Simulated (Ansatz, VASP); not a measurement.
## Be2CdO3 in VASP and in Ansatz

Contents of INCAR:

```
PREC = Accurate ; ENCUT = 520
EDIFF = 1E-6 ; ISMEAR = 0
SIGMA = 0.1 ; LREAL = False
LASPH = True ; NELM = 150
ALGO = Normal ; ISIF = 2
LWAVE = False ; LCHARG = False
ISPIN = 2 ; MAGMOM = 0 0 0 1 1 1
LORBIT = 11 ; GGA = PE
NBANDS = 30
```

File KPOINTS:

```
regular mesh
0
Gamma
  6 6 2
```

File POSCAR:

```
Be2CdO3
1.0
    2.5703195263      0.0000000000      0.0000000000
    0.0000000000      2.5703195263      0.0000000000
    0.0000000000      0.0000000000      7.9764672765
Be Cd O
2 1 3
Direct
    0.5000000000      0.5000000000      0.8458936172
    0.5000000000      0.5000000000      0.1541063828
    0.5000000000      0.5000000000      0.5000000000
    0.0000000000      0.0000000000      0.0000000000
    0.0000000000      0.0000000000      0.7067543622
    0.0000000000      0.0000000000      0.2932456378
```

Input for Ansatz:

```yaml
crystal:
  lattice:
    - [2.5703195263, 0.0, 0.0]
    - [0.0, 2.5703195263, 0.0]
    - [0.0, 0.0, 7.9764672765]
  atoms:
    - { symbol: Be, position: [0.5, 0.5, 0.8458936172] }
    - { symbol: Be, position: [0.5, 0.5, 0.1541063828] }
    - { symbol: Cd, position: [0.5, 0.5, 0.5] }
    - { symbol: O, position: [0.0, 0.0, 0.0], spin: 1.0 }
    - { symbol: O, position: [0.0, 0.0, 0.7067543622], spin: 1.0 }
    - { symbol: O, position: [0.0, 0.0, 0.2932456378], spin: 1.0 }
basis:
  ecutwfc: 420
kpoints:
  mp_grid: { grid: [6, 6, 2] }
hamiltonian:
  xc: pbe
scf:
  occupations: { method: gaussian, width: 0.1 }
  lower_state_search: "off"
output:
  forces: true
  stress: true
  eigenvalues: true
  populations: true
magnetization:
  spin_polarized: true
```

Change from the starting cell: species swapped into the MgSc3Ru2 type (P4/mmm, No. 123).

Alike in both runs: task single point; functional PBE; k mesh 6 × 6 × 2; occupations gaussian, width 0.1 eV; collinear spin.

|  | VASP | Ansatz |
| --- | --- | --- |
| version | VASP 6.6.1 | Ansatz 0.2.0 |
| potentials or method | VASP PAW PBE potentials, release 64 (Be, Cd, O), cutoff 520 eV | scalar-relativistic, plane waves, PAW |
| valence electrons in the cell | 34 | 42 |

Ansatz gave:

```
gap on the k mesh at the Fermi level (eV)                     : none
pressure (GPa)                                                : 0.0
traceless stress, the component that is largest in VASP (GPa) : 0.01
rms of the force components (eV/Å)                            : 0.001
net moment per atom (μB)                                      : 0.00
```

Which values does VASP return?

gap on the k mesh at the Fermi level (eV): none; pressure (GPa): 1.1; traceless stress, the component that is largest in VASP (GPa): -0.16; rms of the force components (eV/Å): 0.030; net moment per atom (μB): 0.00.

Atom by atom the forces differ by 0.029 eV/Å (rms over components). A gap of «none» marks a metal or a gap that the smearing closes. VASP's potentials hold 34 valence electrons a cell and Ansatz's 42, so a difference there can come from the potentials and not from the codes. Ansatz's warnings: seeded moment not kept.

The k mesh is coarse, so the values compare programs but aren't converged.
